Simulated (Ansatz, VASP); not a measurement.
One calculation of Ta, two programs

```
CELL_PARAMETERS angstrom
2.88091 0.00000 0.00000
-1.44046 2.49494 0.00000
0.00000 0.00000 5.20910
ATOMIC_POSITIONS crystal
Ta 0.66667 0.33333 0.75000
Ta 0.33333 0.66667 0.25000
```

Alike in both runs: task single point; functional PBE; k mesh 15 × 15 × 8; occupations gaussian, width 0.1 eV; no spin polarisation.

|  | VASP | Ansatz |
| --- | --- | --- |
| version | VASP 6.6.1 | Ansatz 0.2.0 |
| potentials or method | VASP PAW PBE potentials, release 64 (Ta_pv), cutoff 520 eV | scalar-relativistic, plane waves, PAW |
| valence electrons in the cell | 22 | 26 |

VASP gave:

```
gap on the k mesh at the Fermi level (eV)                     : none
pressure (GPa)                                                : 0.4
traceless stress, the component that is largest in VASP (GPa) : -2.90
```

Problem. Estimate Ansatz's values.

Solution. gap on the k mesh at the Fermi level (eV): none; pressure (GPa): 0.3; traceless stress, the component that is largest in VASP (GPa): -2.91.

A gap of «none» marks a metal or a gap that the smearing closes. The functional is the same, so the differences come from potentials, cutoffs and numerics. VASP's potentials hold 22 valence electrons a cell and Ansatz's 26, so a difference there can come from the potentials and not from the codes.

Spin-orbit coupling is off throughout.
